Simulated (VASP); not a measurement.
# Sb (R-3m) in VASP: further runs, part 2 of 2

VASP 6.6.1. The steps go on from the part before.

### Step 4. Single point, PBEsol

This run uses another cell than the first one, of 30.96 Å³/atom, 1.051 times its volume.

File INCAR:

```
PREC = Accurate
ENCUT = 520
EDIFF = 1E-6
ISMEAR = -1
SIGMA = 0.15
LREAL = F
LASPH = T
NELM = 60
ALGO = Normal
ISIF = 2
LWAVE = F
LCHARG = F
GGA = PS
NBANDS = 12
```

File KPOINTS:

```
Automatic mesh
0
Gamma
  8 8 8
```

File POSCAR:

```
Sb
1.0
    2.1720041132      1.2540072099      3.7890592597
   -2.1720041132      1.2540072099      3.7890592597
    0.0000000000     -2.5080144199      3.7890592597
Sb
2
Direct
    0.2334900000      0.2334900000      0.2334900000
    0.7665100000      0.7665100000      0.7665100000
```

Potentials or basis: VASP PAW PBE potentials, release 64 (Sb).

Started as:

```console
$ cat potpaw_PBE.64/Sb/POTCAR > POTCAR
$ mpirun -np 1 vasp_std > vasp.out
```

OUTCAR:

```text
PREC = Accurate
   ENCUT = 520
   EDIFF = 1E-6
   ISMEAR = -1
   LREAL = F
   LASPH = T
   NELM = 60
   ISIF = 2
   GGA = PS

 ion  position               nearest neighbor table
   1  0.233  0.233  0.233-   2 2.93   2 2.93   2 2.93   2 3.38   2 3.38   2 3.38
   2  0.767  0.767  0.767-   1 2.93   1 2.93   1 2.93   1 3.38   1 3.38   1 3.38

  LATTYP: Found a trigonal (rhomboedric) cell.
 ALAT       =     4.5439086725
 COS(alpha) =     0.5430253418

  Lattice vectors:

 A1 = (   2.1720041132,   1.2540072099,   3.7890592597)
 A2 = (  -2.1720041132,   1.2540072099,   3.7890592597)
 A3 = (   0.0000000000,  -2.5080144199,   3.7890592597)

Analysis of symmetry for initial positions (statically):
=====================================================================
 Subroutine PRICEL returns:
 Original cell was already a primitive cell.

 Routine SETGRP: Setting up the symmetry group for a
 trigonal (rhombohedral) supercell.

 Subroutine GETGRP returns: Found 12 space group operations
 (whereof 12 operations were pure point group operations)
 out of a pool of 12 trial point group operations.

The static configuration has the point symmetry D_3d.

Analysis of symmetry for dynamics (positions and initial velocities):
=====================================================================
 Subroutine PRICEL returns:
 Original cell was already a primitive cell.

 Routine SETGRP: Setting up the symmetry group for a
 trigonal (rhombohedral) supercell.

 Subroutine GETGRP returns: Found 12 space group operations
 (whereof 12 operations were pure point group operations)
 out of a pool of 12 trial point group operations.

The dynamic configuration has the point symmetry D_3d.

 Subroutine INISYM returns: Found 12 space group operations
 (whereof 12 operations are pure point group operations),
 and found     1 'primitive' translations

----------------------------------------------------------------------------------------
[... 121 lines left out ...]
   IVDW    =     0    specifies the selected vdW correction
   LEPSILON=     F    determine dielectric tensor
   LRPA    =     F    only Hartree local field effects (RPA)
 non-spin polarized calculation
  energy-cutoff  :      520.00
  volume of cell :       61.92
 maximum number of plane-waves:      1679
 NGX is ok and might be reduce to    36
   NGX = 17   NGY = 17   NGZ = 17

 number of electron      10.0000000 magnetization

 Free energy of the ion-electron system (eV)
  ---------------------------------------------------
  ext. energy  EPLUGINS =         0.00000000
  ---------------------------------------------------
  free energy    TOTEN  =        -9.12592762 eV

  energy without entropy =       -9.09482688  energy(sigma->0) =       -9.11037725

 E-fermi :   6.7804     XC(G=0):  -9.5612

 val. band max:        6.5718791948   @ k =   0.5000  -0.0000  -0.0000
 cond. band min:       6.8305401639   @ k =   0.3750   0.2500   0.2500
 fundamental gap:      0.2586609691
 Fermi energy:         6.7803554248

 k-point     1 :       0.0000    0.0000    0.0000
  band No.  band energies     occupation
      1      -5.7188      2.00000
      2       1.8873      2.00000
      3       4.8310      2.00000
      4       5.0844      1.99998
      5       5.0844      1.99998
      6       8.8654      0.00000
      7       9.4771      0.00000
      8       9.4771      0.00000
      9      11.9117      0.00000
     10      11.9117      0.00000
     11      12.0471      0.00000
     12      13.3609      0.00000
[... 331 lines left out ...]
 k-point    24 :       0.3750    0.1250    0.1250
  band No.  band energies     occupation
      1      -4.7469      2.00000
      2      -0.6911      2.00000
      3       3.5518      2.00000
      4       5.3418      1.99986
      5       6.8762      0.69110
      6       6.9790      0.42017
      7       7.5089      0.01542
      8       9.8024      0.00000
      9      11.7833      0.00000
     10      12.7778      0.00000
     11      13.9714      0.00000
     12      15.6493      0.00000

 [... further k-points ...]

------------------------ aborting loop because EDIFF is reached ----------------------------------------

  FORCE on cell =-STRESS in cart. coord.  units (eV):
  Direction    XX          YY          ZZ          XY          YZ          ZX
  --------------------------------------------------------------------------------------
  -------------------------------------------------------------------------------------
  Total       -0.4431915     -0.4431915     -0.4883585      0.0000000      0.0000000      0.0000000
  in kB      -11.4672336    -11.4672345    -12.6358937      0.0000000      0.0000000      0.0000000
  external PRESSURE =     -11.8567873 kB  Pullay stress =       0.0000000 kB

 VOLUME and BASIS-vectors are now :
 -----------------------------------------------------------------------------
  energy-cutoff  :      520.00
  volume of cell :       61.92
      direct lattice vectors                 reciprocal lattice vectors
     2.172004113  1.254007210  3.789059260     0.230202142  0.132907263  0.087972584
    -2.172004113  1.254007210  3.789059260    -0.230202142  0.132907263  0.087972584
     0.000000000 -2.508014420  3.789059260     0.000000000 -0.265814527  0.087972584

 POSITION                                       TOTAL-FORCE (eV/Angst)
 -----------------------------------------------------------------------------------
      0.00000     -0.00000      2.65412         0.000000     -0.000000      0.074473
      0.00000     -0.00000      8.71306         0.000000      0.000000     -0.074473
 -----------------------------------------------------------------------------------
    total drift:                                0.000000     -0.000000     -0.000000

  FREE ENERGIE OF THE ION-ELECTRON SYSTEM (eV)
  ---------------------------------------------------
  free  energy   TOTEN  =        -9.1259276243 eV

  energy  without entropy=       -9.0948268823  energy(sigma->0) =       -9.11037725
```

OSZICAR:

```text
N       E                     dE             d eps       ncg     rms          rms(c)
DAV:   1     0.336502481348E+02    0.33650E+02   -0.36279E+03  1560   0.659E+02
DAV:   2    -0.710309601732E+01   -0.40753E+02   -0.39103E+02  2020   0.105E+02
DAV:   3    -0.912338093486E+01   -0.20203E+01   -0.20050E+01  1928   0.262E+01
DAV:   4    -0.914066512406E+01   -0.17284E-01   -0.17282E-01  1816   0.292E+00
DAV:   5    -0.914087723981E+01   -0.21212E-03   -0.21211E-03  1884   0.359E-01    0.278E+00
DAV:   6    -0.913167496794E+01    0.92023E-02   -0.20815E-03  1832   0.265E-01    0.166E+00
DAV:   7    -0.912587964446E+01    0.57953E-02   -0.52711E-03  1804   0.410E-01    0.580E-02
DAV:   8    -0.912592029130E+01   -0.40647E-04   -0.11689E-04  1892   0.719E-02    0.162E-02
DAV:   9    -0.912592809745E+01   -0.78062E-05   -0.12241E-05  1888   0.207E-02    0.457E-03
DAV:  10    -0.912592762429E+01    0.47316E-06   -0.11777E-06  1284   0.608E-03
   1 F= -.91259276E+01 E0= -.91103773E+01  d E =-.311007E-01
```

Wall time 27 s (1 thread of AMD EPYC 7R13 (Zen 3), shared host); peak memory 0.18 GiB.

Results:

| Item | Value |
| --- | --- |
| Free energy | -9.1259 eV |
| Pressure | -1.2 GPa |
| Largest force | 0.074 eV/Å |
| Band gap on the k mesh | zero (band 5 reaches 6.88 eV, above the bottom of band 6 at 6.57 eV) |

Forces in eV/Å, atoms in the order of the input:
```
Sb   0.000  0.000  0.074
Sb   0.000  0.000 -0.074
```

Levels at points of the mesh, in eV from the Fermi level:
```
           k point  band 1  band 2  band 3  band 4  band 5  band 6  band 7  band 8  band 9  band 10
(0.00, 0.00, 0.00)  -12.50   -4.89   -1.95   -1.70   -1.70    2.09    2.70    2.70    5.13     5.13
(0.50, 0.00, 0.00)  -10.21   -9.49   -1.84   -1.72   -0.23   -0.21    0.21    0.57    7.51     8.18
(0.50, 0.50, 0.00)  -10.22   -7.93   -5.26   -3.60   -3.51    1.59    4.86    5.43    6.76     8.72
(0.50, 0.50, 0.50)  -11.02   -8.83   -1.23   -1.23   -0.51    0.21    0.21    1.11    6.92     8.67
```

Caveat: the PAW data sets were made with another functional, which shifts forces and pressure a little; spin-orbit coupling is left out, which moves the levels of the heavy elements.

### Step 5. Single point, PBEsol

This run uses another cell than the first one, of 31.72 Å³/atom, 1.077 times its volume.

File INCAR:

```
SYSTEM = Sb
ALGO     = Normal         ! electronic algorithm
EDIFF    = 1E-7           ! SCF threshold, eV
ENCUT    = 520            ! plane-wave cutoff, eV
GGA      = PS             ! functional
ISIF     = 2              ! what is computed and relaxed
ISMEAR   = -1             ! smearing method
LASPH    = .True.         ! aspherical terms in the spheres
LCHARG   = .False.        ! write CHGCAR
LREAL    = .False.        ! projectors in reciprocal space
LWAVE    = .False.        ! write WAVECAR
NBANDS   = 12             ! bands
NELM     = 60             ! most SCF steps
PREC     = Accurate       ! precision mode
SIGMA    = 0.15           ! smearing width, eV
```

File KPOINTS:

```
k-points
0
Gamma
  8 8 8
  0 0 0
```

File POSCAR:

```
Sb
1.0
    2.1895210319      1.2641206081      3.8196175089
   -2.1895210319      1.2641206081      3.8196175089
    0.0000000000     -2.5282412161      3.8196175089
Sb
2
Direct
    0.2334900000      0.2334900000      0.2334900000
    0.7665100000      0.7665100000      0.7665100000
```

Started as:

```console
$ cat potpaw_PBE.64/Sb/POTCAR > POTCAR
$ mpirun -np 1 vasp_std > vasp.out
```

Run time: 32 s. Hardware: 1 thread of AMD EPYC 7R13 (Zen 3), shared host; peak memory 0.19 GiB.

Results (log left out):

```
Free energy            : -9.1090 eV
Pressure               : -2.4 GPa
Largest force          : 0.045 eV/Å
Band gap on the k mesh : zero (band 5 reaches 6.57 eV, above the bottom of band 6 at 6.27 eV)
```

Forces in eV/Å, atoms in the order of the input:
```
Sb   0.000  0.000 -0.045
Sb   0.000  0.000  0.045
```

Stress tensor (GPa, compression positive):
```
-2.43  0.00  0.00
 0.00 -2.43  0.00
 0.00  0.00 -2.31
```

Levels at points of the mesh, in eV from the Fermi level:
```
           k point  band 2  band 3  band 4  band 5  band 6  band 7  band 8  band 9
(0.00, 0.00, 0.00)   -5.01   -1.88   -1.64   -1.64    2.08    2.66    2.66    5.16
(0.50, 0.00, 0.00)   -9.38   -1.78   -1.67   -0.22   -0.21    0.23    0.60    7.48
(0.50, 0.50, 0.00)   -7.90   -5.12   -3.48   -3.40    1.67    4.74    5.33    6.56
(0.50, 0.50, 0.50)   -8.73   -1.18   -1.18   -0.54    0.24    0.24    1.07    6.88
```

Caveat: the PAW data sets were made with another functional, which shifts forces and pressure a little; spin-orbit coupling is left out, which moves the levels of the heavy elements.

### Step 6. Summary

| cell | gap on the mesh (eV) | pressure (GPa) | largest force (eV/Å) |
| --- | --- | --- | --- |
| a = 4.469 Å, angles 57.1°, 2 atoms | none | 1.8 | 0.35 |
| a = 4.507 Å, angles 57.1°, 2 atoms | none | 0.2 | 0.21 |
| a = 4.544 Å, angles 57.1°, 2 atoms | none | -1.2 | 0.07 |
| a = 4.581 Å, angles 57.1°, 2 atoms | none | -2.4 | 0.05 |

Alike in all rows: task single point; level PBEsol; potentials or basis VASP PAW PBE potentials, release 64 (Sb); no spin polarisation; k mesh 8 × 8 × 8; cutoff (eV) 520; smearing fermi-dirac 0.15 eV.

Caveats: the PAW data sets were made with another functional, which shifts forces and pressure a little; spin-orbit coupling is left out, which moves the levels of the heavy elements.

Absolute energies hang on the potentials; compare differences alone.
